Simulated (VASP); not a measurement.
# CaSe (P6_3/mmc) in VASP: further runs

The runs below take CaSe through single point, with PBE, r2SCAN.

All numbers are computed with VASP 6.6.1; they aren't measurements. Logs are shortened: lines on timing, memory, paths and dates and some standing lists are left out, and cuts for length are marked.

### 1 The cell of the first run

The structure is hexagonal, space group P6_3/mmc (No. 194). The conventional cell has a = 4.132 Å, b = 4.132 Å, c = 7.163 Å, α = 90.00°, β = 90.00°, γ = 120.00°. Within 3.9 Å of Ca (site symmetry -3m) lie 6 Se at 2.98 Å and 2 Ca at 3.58 Å. Within 3.9 Å of Se (site symmetry -6m2) lie 6 Ca at 2.98 Å.

### 2 Single point, PBE

Input file INCAR:

```
  PREC = Accurate
  ENCUT = 520
  EDIFF = 1E-7
  ISMEAR = 0
  SIGMA = 0.01
  LREAL = False
  LASPH = True
  NELM = 100
  ALGO = Normal
  ISIF = 2
  LWAVE = False
  LCHARG = False
  GGA = PE
  NBANDS = 24
```

Input file KPOINTS:

```
regular mesh
0
Gamma
  6 6 4
```

Input file POSCAR:

```
CaSe
1.0
    4.1316821759      0.0000000000      0.0000000000
   -2.0658410879      3.5781417247      0.0000000000
    0.0000000000      0.0000000000      7.1625032185
Ca Se
2 2
Direct
    0.0000000000      0.0000000000      0.0000000000
    0.0000000000      0.0000000000      0.5000000000
    0.3333333333      0.6666666667      0.2500000000
    0.6666666667      0.3333333333      0.7500000000
```

Potentials or basis: VASP PAW PBE potentials, release 64 (Ca_sv, Se).

The run is started by

```bash
$ cat potpaw_PBE.64/Ca_sv/POTCAR potpaw_PBE.64/Se/POTCAR > POTCAR
$ mpirun -np 1 vasp_std > vasp.out
```

OUTCAR:

```text
PREC = Accurate
   ENCUT = 520
   EDIFF = 1E-7
   ISMEAR = 0
   LREAL = False
   LASPH = True
   NELM = 100
   ISIF = 2
   GGA = PE

 ion  position               nearest neighbor table
   1  0.000  0.000  0.000-   3 2.98   4 2.98   3 2.98   4 2.98   4 2.98   3 2.98
   2  0.000  0.000  0.500-   3 2.98   4 2.98   3 2.98   4 2.98   4 2.98   3 2.98
   3  0.333  0.667  0.250-   1 2.98   2 2.98   1 2.98   2 2.98   1 2.98   2 2.98
   4  0.667  0.333  0.750-   1 2.98   2 2.98   1 2.98   2 2.98   1 2.98   2 2.98

  LATTYP: Found a hexagonal cell.
 ALAT       =     4.1316821759
 C/A-ratio  =     1.7335561918

  Lattice vectors:

 A1 = (   4.1316821759,   0.0000000000,   0.0000000000)
 A2 = (  -2.0658410879,   3.5781417247,   0.0000000000)
 A3 = (   0.0000000000,   0.0000000000,   7.1625032185)

Analysis of symmetry for initial positions (statically):
=====================================================================
 Subroutine PRICEL returns:
 Original cell was already a primitive cell.

 Routine SETGRP: Setting up the symmetry group for a
 hexagonal supercell.

 Subroutine GETGRP returns: Found 24 space group operations
 (whereof 12 operations were pure point group operations)
 out of a pool of 24 trial point group operations.

The static configuration has the point symmetry D_3d.
 The point group associated with its full space group is D_6h.

Analysis of symmetry for dynamics (positions and initial velocities):
=====================================================================
 Subroutine PRICEL returns:
 Original cell was already a primitive cell.

 Routine SETGRP: Setting up the symmetry group for a
 hexagonal supercell.

 Subroutine GETGRP returns: Found 24 space group operations
 (whereof 12 operations were pure point group operations)
 out of a pool of 24 trial point group operations.

The dynamic configuration has the point symmetry D_3d.
 The point group associated with its full space group is D_6h.

 Subroutine INISYM returns: Found 24 space group operations
 (whereof 12 operations are pure point group operations),
 and found     1 'primitive' translations

----------------------------------------------------------------------------------------

                                     Primitive cell

  volume of cell :     105.8886

[... 86 lines left out ...]
   ENCUT  =  520.0 eV  38.22 Ry    6.18 a.u.   7.68  7.68 13.32*2*pi/ulx,y,z
   NELM   =    100;   NELMIN=  2; NELMDL= -5     # of ELM steps
   EDIFF  = 0.1E-06   stopping-criterion for ELM
   LREAL  =      F    real-space projection
   EDIFFG = 0.1E-05   stopping-criterion for IOM
   NSW    =      0    number of steps for IOM
   IBRION =     -1    ionic relax: 0-MD 1-quasi-New 2-CG
   NFREE  =      0    steps in history (QN), initial steepest desc. (CG)
   ISIF   =      2    stress and relaxation
   ISYM   =      2    0-nonsym 1-usesym 2-fastsym
   POTIM  = 0.5000    time-step for ionic-motion
   TEBEG  =    0.0;   TEEND  =   0.0 temperature during run
   PSTRESS=    0.0 pullay stress
   NELECT =      32.0000    total number of electrons
   NUPDOWN=      -1.0000    fix difference up-down
   EMIN   =  10.00;   EMAX   =-10.00  energy-range for DOS
   EFERMI =   0.00;   METHOD = LEGACY
   ISMEAR =     0;   SIGMA  =   0.01  broadening in eV -4-tet -1-fermi 0-gaus
   EFERMI_NEDOS =   21; number of points for ismear=-14 and -15
   IALGO  =     38    algorithm
   IMIX   =      4    mixing-type and parameters
     AMIX     =   0.40;   BMIX     =  1.00
     AMIX_MAG =   1.60;   BMIX_MAG =  1.00
  volume/ion in A,a.u.               =      26.47       178.64
  Fermi-wavevector in a.u.,A,eV,Ry     =   1.098605  2.076063 16.421332  1.206934
  Thomas-Fermi vector in A             =   2.234986
   LORBIT       =      0    0 simple, 1 ext, 2 COOP (PROOUT), +10 PAW based schemes
   GGA     = PE    functional components
   LHFCALC =     F    Hartree Fock is set to
   AEXX    =    0.0000 exact exchange contribution
   IVDW    =     0    specifies the selected vdW correction
   LEPSILON=     F    determine dielectric tensor
   LRPA    =     F    only Hartree local field effects (RPA)
 non-spin polarized calculation
 Gauss-broadening in eV      SIGMA  =   0.01
  energy-cutoff  :      520.00
  volume of cell :      105.89
 maximum number of plane-waves:      2901
 NGX is ok and might be reduce to    32
   NGX = 15   NGY = 15   NGZ = 27

 number of electron      31.9999996 magnetization

 Free energy of the ion-electron system (eV)
  ---------------------------------------------------
  ext. energy  EPLUGINS =         0.00000000
  ---------------------------------------------------
  free energy    TOTEN  =       -18.69032514 eV

  energy without entropy =      -18.69032514  energy(sigma->0) =      -18.69032514

 E-fermi :   2.4662     XC(G=0):  -9.0401

 val. band max:        2.4104677657   @ k =   0.0000   0.0000   0.0000
 cond. band min:       4.6052685687   @ k =   0.5000   0.0000   0.0000
 fundamental gap:      2.1948008029
 Fermi energy:         2.4662201252

 k-point     1 :       0.0000    0.0000    0.0000
  band No.  band energies     occupation
      1     -37.5683      2.00000
      2     -37.5525      2.00000
      3     -18.7282      2.00000
      4     -18.5651      2.00000
      5     -18.5651      2.00000
      6     -18.5425      2.00000
[... 556 lines left out ...]
     23       7.8528      0.00000
     24       7.8528      0.00000

------------------------ aborting loop because EDIFF is reached ----------------------------------------

  FORCE on cell =-STRESS in cart. coord.  units (eV):
  Direction    XX          YY          ZZ          XY          YZ          ZX
  --------------------------------------------------------------------------------------
  -------------------------------------------------------------------------------------
  Total        0.4868648      0.4868648      0.6007128      0.0000000      0.0000000      0.0000000
  in kB        7.3666444      7.3666444      9.0892532      0.0000000      0.0000000      0.0000000
  external PRESSURE =       7.9408473 kB  Pullay stress =       0.0000000 kB

 VOLUME and BASIS-vectors are now :
 -----------------------------------------------------------------------------
  energy-cutoff  :      520.00
  volume of cell :      105.89
      direct lattice vectors                 reciprocal lattice vectors
     4.131682176  0.000000000  0.000000000     0.242032169  0.139737338  0.000000000
    -2.065841088  3.578141725  0.000000000     0.000000000  0.279474676  0.000000000
     0.000000000  0.000000000  7.162503219     0.000000000  0.000000000  0.139615993

 POSITION                                       TOTAL-FORCE (eV/Angst)
 -----------------------------------------------------------------------------------
      0.00000      0.00000      0.00000         0.000000      0.000000      0.000000
      0.00000      0.00000      3.58125         0.000000      0.000000      0.000000
     -0.00000      2.38543      1.79063        -0.000000     -0.000000      0.000000
      2.06584      1.19271      5.37188         0.000000      0.000000     -0.000000
 -----------------------------------------------------------------------------------
    total drift:                                0.000000     -0.000000      0.000000

  FREE ENERGIE OF THE ION-ELECTRON SYSTEM (eV)
  ---------------------------------------------------
  free  energy   TOTEN  =       -18.6903251425 eV

  energy  without entropy=      -18.6903251425  energy(sigma->0) =      -18.69032514
```

stdout:

```text
POSCAR found type information on POSCAR CaSe
 POSCAR found :  2 types and       4 ions
 scaLAPACK will be used
 LDA part: xc-table for (Slater+PW92), standard interpolation
 POSCAR, INCAR and KPOINTS ok, starting setup
 FFT: planning ... GRIDC
 FFT: planning ... GRID_SOFT
 FFT: planning ... GRID
 WAVECAR not read
 entering main loop
```

Run time: 41 s. Hardware: 1 thread of Intel Xeon Platinum 8488C (Sapphire Rapids), shared host; peak memory 0.24 GiB.

What came out:

| Item | Value |
| --- | --- |
| Free energy | -18.6903 eV |
| Pressure | 0.8 GPa |
| Band gap on the k mesh | 2.19 eV, indirect (least direct gap 2.43 eV) |

Stress tensor (GPa, compression positive):
```
0.74 0.00 0.00
0.00 0.74 0.00
0.00 0.00 0.91
```

Levels at points of the mesh, in eV from the valence-band top:
| k point | band 13 | band 14 | band 15 | band 16 | band 17 | band 18 | band 19 | band 20 |
| --- | --- | --- | --- | --- | --- | --- | --- | --- |
| (0.00, 0.00, 0.00) | -1.07 | -0.35 | 0.00 | 0.00 | 2.43 | 3.15 | 3.78 | 3.78 |
| (0.50, 0.00, 0.00) | -1.75 | -1.69 | -1.22 | -0.87 | 2.19 | 3.69 | 5.06 | 5.07 |
| (0.00, 0.00, 0.50) | -0.62 | -0.62 | -0.62 | -0.62 | 3.58 | 3.58 | 4.30 | 4.30 |
| (0.50, 0.00, 0.50) | -1.40 | -1.40 | -1.05 | -1.05 | 3.02 | 3.02 | 4.62 | 4.62 |

A k mesh can miss the band edges. Expect the measured gap to be larger: semilocal functionals such as PBE lack the derivative discontinuity.

### 3 Single point, PBE

Input file INCAR:

```
SYSTEM = CaSe
ALGO     = Normal         ! electronic algorithm
EDIFF    = 1E-6           ! SCF threshold, eV
ENCUT    = 520            ! plane-wave cutoff, eV
GGA      = PE             ! functional
ISIF     = 2              ! what is computed and relaxed
ISMEAR   = 0              ! smearing method
LASPH    = .TRUE.         ! aspherical terms in the spheres
LCHARG   = .FALSE.        ! write CHGCAR
LREAL    = .FALSE.        ! projectors in reciprocal space
LWAVE    = .FALSE.        ! write WAVECAR
NBANDS   = 24             ! bands
NELM     = 60             ! most SCF steps
PREC     = Accurate       ! precision mode
SIGMA    = 0.01           ! smearing width, eV
```

Input file KPOINTS:

```
k-points
0
G
  6 6 4
  0 0 0
```

POSCAR is that of step 2.

Potentials or basis: VASP PAW PBE potentials, release 64 (Ca_sv, Se).

The run is started by

```bash
$ cat potpaw_PBE.64/Ca_sv/POTCAR potpaw_PBE.64/Se/POTCAR > POTCAR
$ mpirun -np 1 vasp_std > vasp.out
```

It took 38 s on 1 thread of Intel Xeon Platinum 8488C (Sapphire Rapids), shared host; peak memory 0.23 GiB.

It converged, with:

- Free energy: -18.6903 eV
- Pressure: 0.8 GPa
- Band gap on the k mesh: 2.19 eV, indirect (least direct gap 2.43 eV)

Stress tensor (GPa, compression positive):
```
0.74 0.00 0.00
0.00 0.74 0.00
0.00 0.00 0.91
```

Levels at points of the mesh, in eV from the valence-band top:
| k point | band 12 | band 13 | band 14 | band 15 | band 16 | band 17 | band 18 | band 19 | band 20 | band 21 |
| --- | --- | --- | --- | --- | --- | --- | --- | --- | --- | --- |
| (0.00, 0.00, 0.00) | -1.07 | -1.07 | -0.35 | 0.00 | 0.00 | 2.43 | 3.15 | 3.78 | 3.78 | 3.89 |
| (0.50, 0.00, 0.00) | -2.21 | -1.75 | -1.69 | -1.22 | -0.87 | 2.19 | 3.69 | 5.06 | 5.07 | 5.24 |
| (0.00, 0.00, 0.50) | -2.21 | -0.62 | -0.62 | -0.62 | -0.62 | 3.58 | 3.58 | 4.30 | 4.30 | 4.30 |
| (0.50, 0.00, 0.50) | -2.93 | -1.40 | -1.40 | -1.05 | -1.05 | 3.02 | 3.02 | 4.62 | 4.62 | 5.59 |

A k mesh can miss the band edges. A hybrid or GW would open this gap; PBE tends to underestimate it.

### 4 Single point, r2SCAN

POSCAR is that of step 3.

Input file INCAR.step1:

```
  ALGO = Normal
  EDIFF = 1E-4
  ENCUT = 520
  GGA = PE
  ISMEAR = 0
  LASPH = T
  LCHARG = F
  LREAL = F
  LWAVE = T
  NBANDS = 24
  NELM = 80
  PREC = Accurate
  SIGMA = 0.01
```

Input file INCAR.step2:

```
  ALGO = Normal
  EDIFF = 1E-7
  ENCUT = 520
  ISIF = 2
  ISMEAR = 0
  ISTART = 1
  LASPH = T
  LCHARG = F
  LMIXTAU = T
  LREAL = F
  LWAVE = F
  METAGGA = R2SCAN
  NBANDS = 24
  NELM = 80
  PREC = Accurate
  SIGMA = 0.01
```

Input file KPOINTS:

```
k-points
0
Gamma
  6 6 4
```

The run is started by

```bash
$ cat potpaw_PBE.64/Ca_sv/POTCAR potpaw_PBE.64/Se/POTCAR > POTCAR
$ cp INCAR.step1 INCAR
$ mpirun -np 1 vasp_std > vasp.out
$ cp INCAR.step2 INCAR
$ mpirun -np 1 vasp_std > vasp.out
```

It took 2.7 min on 1 thread of Intel Xeon Platinum 8488C (Sapphire Rapids), shared host; peak memory 0.25 GiB.

The run converged. Its results:

- Free energy: -51.6510 eV
- Pressure: 0.2 GPa
- Band gap on the k mesh: 2.69 eV, indirect (least direct gap 2.93 eV)

Stress tensor (GPa, compression positive):
```
0.19 0.00 0.00
0.00 0.19 0.00
0.00 0.00 0.29
```

Levels at points of the mesh, in eV from the valence-band top:
```
           k point  band 12  band 13  band 14  band 15  band 16  band 17  band 18  band 19  band 20  band 21
(0.00, 0.00, 0.00)    -1.05    -1.05    -0.37     0.00     0.00     2.93     3.93     4.31     4.31     4.41
(0.50, 0.00, 0.00)    -2.23    -1.74    -1.72    -1.22    -0.88     2.69     4.23     5.64     5.68     5.83
(0.00, 0.00, 0.50)    -2.19    -0.60    -0.60    -0.60    -0.60     4.15     4.15     4.84     4.84     4.84
(0.50, 0.00, 0.50)    -2.94    -1.41    -1.41    -1.05    -1.05     3.52     3.52     5.27     5.27     6.17
```

Caveat: the PAW data sets were made with another functional, which shifts forces and pressure a little. r2SCAN opens gaps a little over a GGA but as a rule still falls short of measured ones.
